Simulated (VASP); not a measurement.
# CoSi2 (Immm) in VASP: single point with PBE

Aim: the single point of CoSi2 with PBE.

Everything below comes from runs of VASP 6.6.1. Logs are shortened: lines on timing, memory, paths and dates and some standing lists are left out, and cuts for length are marked.

**1. The cell of the first run**

The structure is orthorhombic, space group Immm (No. 71). Conventional cell: a = 3.790 Å, b = 3.790 Å, c = 5.360 Å, α = 90.00°, β = 90.00°, γ = 90.00°. Within 2.9 Å of Co (site symmetry mmm) lie 8 Si at 2.23 to 2.42 Å. Within 3.1 Å of Si (site symmetry mm2) lie 4 Co at 2.23 to 2.42 Å and 6 Si at 2.35 to 3.01 Å.

**2. Single point, PBE (atoms displaced along a vibrational mode)**

INCAR

```
SYSTEM = CoSi2
PREC = Accurate
ENCUT = 520
EDIFF = 1E-6
ISMEAR = 0
SIGMA = 0.15
LREAL = .False.
LASPH = .True.
NELM = 60
ALGO = Normal
ISIF = 2
LWAVE = .False.
LCHARG = .False.
GGA = PE
NBANDS = 16
```

KPOINTS

```
Automatic mesh
0
Gamma
  12 12 12
  0 0 0
```

POSCAR

```
CoSi2
1.0
    0.0000000000      2.6801763726      2.6801763726
    2.6801763726      0.0000000000      2.6801763726
    2.6801763726      2.6801763726      0.0000000000
Co Si
1 2
Direct
    0.0000000000      0.0000000000      0.0000000000
    0.2805950014      0.2194049986      0.2194049986
    0.7194049986      0.7805950014      0.7805950014
```

Potentials or basis: VASP PAW PBE potentials, release 64 (Co, Si).

The run is started by

```bash
cat potpaw_PBE.64/Co/POTCAR potpaw_PBE.64/Si/POTCAR > POTCAR
mpirun -np 1 vasp_std > vasp.out
```

OUTCAR:

```text
SYSTEM = CoSi2
   PREC = Accurate
   ENCUT = 520
   EDIFF = 1E-6
   ISMEAR = 0
   LREAL = .False.
   LASPH = .True.
   NELM = 60
   ISIF = 2
   GGA = PE

 ion  position               nearest neighbor table
   1  0.000  0.000  0.000-   3 2.23   2 2.23   3 2.23   2 2.23   3 2.42   2 2.42   2 2.42   3 2.42

   2  0.281  0.219  0.219-   1 2.23   1 2.23   3 2.35   1 2.42   1 2.42   3 2.70   3 2.70   3 2.70
                             3 2.70   3 3.01
   3  0.719  0.781  0.781-   1 2.23   1 2.23   2 2.35   1 2.42   1 2.42   2 2.70   2 2.70   2 2.70
                             2 2.70   2 3.01

  LATTYP: Found a face centered cubic cell.
 ALAT       =     5.3603527452

  Lattice vectors:

 A1 = (   0.0000000000,   2.6801763726,   2.6801763726)
 A2 = (   2.6801763726,   0.0000000000,   2.6801763726)
 A3 = (   2.6801763726,   2.6801763726,   0.0000000000)

Analysis of symmetry for initial positions (statically):
=====================================================================
 Subroutine PRICEL returns:
 Original cell was already a primitive cell.

 Routine SETGRP: Setting up the symmetry group for a
 face centered cubic supercell.

 Subroutine GETGRP returns: Found  8 space group operations
 (whereof  8 operations were pure point group operations)
 out of a pool of 48 trial point group operations.

The static configuration has the point symmetry D_2h.

Analysis of symmetry for dynamics (positions and initial velocities):
=====================================================================
 Subroutine PRICEL returns:
 Original cell was already a primitive cell.

 Routine SETGRP: Setting up the symmetry group for a
 face centered cubic supercell.

 Subroutine GETGRP returns: Found  8 space group operations
 (whereof  8 operations were pure point group operations)
 out of a pool of 48 trial point group operations.

The dynamic configuration has the point symmetry D_2h.

 Subroutine INISYM returns: Found  8 space group operations
 (whereof  8 operations are pure point group operations),
 and found     1 'primitive' translations

----------------------------------------------------------------------------------------

                                     Primitive cell

  volume of cell :      38.5053

  direct lattice vectors                    reciprocal lattice vectors
     0.000000000  2.680176373  2.680176373    -0.186554887  0.186554887  0.186554887
     2.680176373  0.000000000  2.680176373     0.186554887 -0.186554887  0.186554887
     2.680176373  2.680176373  0.000000000     0.186554887  0.186554887 -0.186554887

  length of vectors
     3.790341776  3.790341776  3.790341776     0.323122542  0.323122542  0.323122542

  position of ions in fractional coordinates (direct lattice)
     0.000000000  0.000000000  0.000000000
     0.280595001  0.219404999  0.219404999
     0.719404999  0.780595001  0.780595001

  ion indices of the primitive-cell ions
   primitive index   ion index
                 1           1
                 2           2
                 3           3

----------------------------------------------------------------------------------------

 KPOINTS: Automatic mesh

Automatic generation of k-mesh.
 Grid dimensions read from file:
 generate k-points for:   12   12   12

 Generating k-lattice:

  Cartesian coordinates                     Fractional coordinates (reciprocal lattice)
    -0.015546241  0.015546241  0.015546241     0.083333333  0.000000000  0.000000000
     0.015546241 -0.015546241  0.015546241     0.000000000  0.083333333  0.000000000
     0.015546241  0.015546241 -0.015546241     0.000000000  0.000000000  0.083333333

  Length of vectors
     0.026926879  0.026926879  0.026926879

  Shift w.r.t. Gamma in fractional coordinates (k-lattice)
     0.000000000  0.000000000  0.000000000

 Subroutine IBZKPT returns following result:
 ===========================================

 Found    280 irreducible k-points:

 Following reciprocal coordinates:
            Coordinates               Weight
  0.000000  0.000000  0.000000      1.000000
  0.083333  0.000000  0.000000      4.000000
  0.000000  0.083333  0.000000      4.000000
  0.166667  0.000000  0.000000      4.000000
  0.000000  0.166667  0.000000      4.000000
  0.250000  0.000000  0.000000      4.000000
[... 16 lines left out ...]
  0.166667 -0.083333 -0.083333      4.000000
  0.333333  0.083333  0.000000      8.000000
 [... further k-points ...]
   k-points           NKPTS =    280   k-points in BZ     NKDIM =    280   number of bands    NBANDS=     16
   number of dos      NEDOS =    301   number of ions     NIONS =      3
   total plane-waves  NPLWV =  21952
   dimension x,y,z NGX =    28 NGY =   28 NGZ =   28
   dimension x,y,z NGXF=    56 NGYF=   56 NGZF=   56
   ions per type =               1   2
   NGX,Y,Z   is equivalent  to a cutoff of  12.28, 12.28, 12.28 a.u.
   NGXF,Y,Z  is equivalent  to a cutoff of  24.56, 24.56, 24.56 a.u.
 SYSTEM =  CoSi2
   PREC   = accura    normal or accurate (medium, high low for compatibility)
   ISTART =      0    job   : 0-new  1-cont  2-samecut
   ICHARG =      2    charge: 1-file 2-atom 10-const
   ISPIN  =      1    spin polarized calculation?
   LNONCOLLINEAR =      F non collinear calculations
   LSORBIT =      F    spin-orbit coupling
   LASPH  =      T    aspherical Exc in radial PAW
   ENCUT  =  520.0 eV  38.22 Ry    6.18 a.u.   7.05  7.05  7.05*2*pi/ulx,y,z
   NELM   =     60;   NELMIN=  2; NELMDL= -5     # of ELM steps
   EDIFF  = 0.1E-05   stopping-criterion for ELM
   LREAL  =      F    real-space projection
   EDIFFG = 0.1E-04   stopping-criterion for IOM
   NSW    =      0    number of steps for IOM
   IBRION =     -1    ionic relax: 0-MD 1-quasi-New 2-CG
   NFREE  =      0    steps in history (QN), initial steepest desc. (CG)
   ISIF   =      2    stress and relaxation
   ISYM   =      2    0-nonsym 1-usesym 2-fastsym
   POTIM  = 0.5000    time-step for ionic-motion
   TEBEG  =    0.0;   TEEND  =   0.0 temperature during run
   PSTRESS=    0.0 pullay stress
   NELECT =      17.0000    total number of electrons
   NUPDOWN=      -1.0000    fix difference up-down
   EMIN   =  10.00;   EMAX   =-10.00  energy-range for DOS
   EFERMI =   0.00;   METHOD = LEGACY
   ISMEAR =     0;   SIGMA  =   0.15  broadening in eV -4-tet -1-fermi 0-gaus
   EFERMI_NEDOS =   21; number of points for ismear=-14 and -15
   IALGO  =     38    algorithm
   IMIX   =      4    mixing-type and parameters
     AMIX     =   0.40;   BMIX     =  1.00
     AMIX_MAG =   1.60;   BMIX_MAG =  1.00
  volume/ion in A,a.u.               =      12.84        86.62
  Fermi-wavevector in a.u.,A,eV,Ry     =   1.246573  2.355682 21.142700  1.553945
  Thomas-Fermi vector in A             =   2.380744
   LORBIT       =      0    0 simple, 1 ext, 2 COOP (PROOUT), +10 PAW based schemes
   GGA     = PE    functional components
   LHFCALC =     F    Hartree Fock is set to
   AEXX    =    0.0000 exact exchange contribution
   IVDW    =     0    specifies the selected vdW correction
   LEPSILON=     F    determine dielectric tensor
   LRPA    =     F    only Hartree local field effects (RPA)
 non-spin polarized calculation
 Gauss-broadening in eV      SIGMA  =   0.15
  energy-cutoff  :      520.00
  volume of cell :       38.51
 maximum number of plane-waves:      1056
   NGX = 15   NGY = 15   NGZ = 15

 number of electron      16.9999994 magnetization

 Free energy of the ion-electron system (eV)
  ---------------------------------------------------
  ext. energy  EPLUGINS =         0.00000000
  ---------------------------------------------------
  free energy    TOTEN  =       -18.97671961 eV

  energy without entropy =      -18.96596993  energy(sigma->0) =      -18.97134477

 E-fermi :  10.1085     XC(G=0): -11.7193

 val. band max:       10.0954447185   @ k =   0.3333   0.5000   0.2500
 cond. band min:      10.1220725851   @ k =   0.1667   0.1667   0.0000
 fundamental gap:      0.0266278666
 Fermi energy:        10.1085128186

 k-point     1 :       0.0000    0.0000    0.0000
  band No.  band energies     occupation
      1      -3.1387      2.00000
      2       5.7275      2.00000
      3       5.8541      2.00000
      4       6.2413      2.00000
      5       8.1055      2.00000
      6       8.2728      2.00000
[... 8 lines left out ...]
     15      16.0088      0.00000
     16      16.7646      0.00000

 k-point     2 :       0.0833    0.0000    0.0000
  band No.  band energies     occupation
      1      -3.0323      2.00000
      2       5.5605      2.00000
      3       5.8374      2.00000
      4       6.2760      2.00000
      5       8.0602      2.00000
      6       8.2278      2.00000
[... 8 lines left out ...]
     15      15.7751      0.00000
     16      16.4605      0.00000

 k-point     3 :       0.0000    0.0833    0.0000
  band No.  band energies     occupation
      1      -3.0371      2.00000
      2       5.6025      2.00000
      3       5.8911      2.00000
      4       6.1014      2.00000
      5       8.0823      2.00000
      6       8.2540      2.00000
[... 8 lines left out ...]
     15      15.9373      0.00000
     16      16.3899      0.00000

 k-point     4 :       0.1667    0.0000    0.0000
  band No.  band energies     occupation
      1      -2.7152      2.00000
      2       4.9164      2.00000
      3       5.9970      2.00000
      4       6.3654      2.00000
      5       7.9661      2.00000
      6       8.1155      2.00000
[... 8 lines left out ...]
     15      16.0922      0.00000
     16      16.4559      0.00000
[... 324 lines left out ...]
 k-point    22 :       0.0833    0.0000    0.2500
  band No.  band energies     occupation
      1      -2.3376      2.00000
      2       4.4251      2.00000
      3       5.8562      2.00000
      4       6.0907      2.00000
      5       7.7747      2.00000
      6       8.3699      2.00000
[... 8 lines left out ...]
     15      17.2674      0.00000
     16      17.6621      0.00000

 k-point    23 :       0.1667   -0.0833   -0.0833
  band No.  band energies     occupation
      1      -2.3055      2.00000
      2       4.2640      2.00000
      3       6.1374      2.00000
      4       6.3223      2.00000
      5       7.7699      2.00000
      6       8.1427      2.00000
[... 8 lines left out ...]
     15      17.2090      0.00000
     16      17.7161      0.00000

 k-point    24 :       0.3333    0.0833    0.0000
  band No.  band energies     occupation
      1      -1.6470      2.00000
      2       3.2830      2.00000
      3       6.3559      2.00000
      4       6.5503      2.00000
      5       7.5477      2.00000
      6       8.0072      2.00000
[... 8 lines left out ...]
     15      18.5777      0.00000
     16      19.0000      0.00000

 [... further k-points ...]
[... 5 lines left out ...]
  --------------------------------------------------------------------------------------
  -------------------------------------------------------------------------------------
  Total        1.9905241      0.5459274      0.5459274      0.0000000      2.8686136      0.0000000
  in kB       82.8243240     22.7156605     22.7156605      0.0000000    119.3610208      0.0000000
  external PRESSURE =      42.7518817 kB  Pullay stress =       0.0000000 kB

 VOLUME and BASIS-vectors are now :
 -----------------------------------------------------------------------------
  energy-cutoff  :      520.00
  volume of cell :       38.51
      direct lattice vectors                 reciprocal lattice vectors
     0.000000000  2.680176373  2.680176373    -0.186554887  0.186554887  0.186554887
     2.680176373  0.000000000  2.680176373     0.186554887 -0.186554887  0.186554887
     2.680176373  2.680176373  0.000000000     0.186554887  0.186554887 -0.186554887

 POSITION                                       TOTAL-FORCE (eV/Angst)
 -----------------------------------------------------------------------------------
      0.00000      0.00000      0.00000        -0.000000     -0.000000      0.000000
      1.17609      1.34009      1.34009         2.198843      0.000000      0.000000
      4.18426      4.02026      4.02026        -2.198843      0.000000      0.000000
 -----------------------------------------------------------------------------------
    total drift:                               -0.000000     -0.000000     -0.000000

  FREE ENERGIE OF THE ION-ELECTRON SYSTEM (eV)
  ---------------------------------------------------
  free  energy   TOTEN  =       -18.9767196124 eV

  energy  without entropy=      -18.9659699296  energy(sigma->0) =      -18.97134477
```

It took 85 s on 1 thread of Intel Xeon Platinum 8488C (Sapphire Rapids), shared host; peak memory 0.29 GiB.

What came out:

```yaml
Free_energy: -18.9767 eV
Pressure: 4.3 GPa
Largest_force: 2.199 eV/Å
Band_gap_on_the_k_mesh: zero (an odd number of electrons rules out a gap without spin polarisation)
```

Forces on the atoms (eV/Å):
```
Co   0.000  0.000  0.000
Si   2.199  0.000  0.000
Si  -2.199  0.000  0.000
```

Caveat: the cell differs from its parent crystal (atoms displaced along a vibrational mode); the stress differs along the axes, from 2 to 8 GPa; an odd number of electrons without spin polarisation forces a metal; a magnetic or distorted state may lie lower. Spin polarisation is off, so any magnetic state and its effect on volume and gap are missing.

The gap in the log of VASP goes by the Fermi energy; the results here count the filled bands.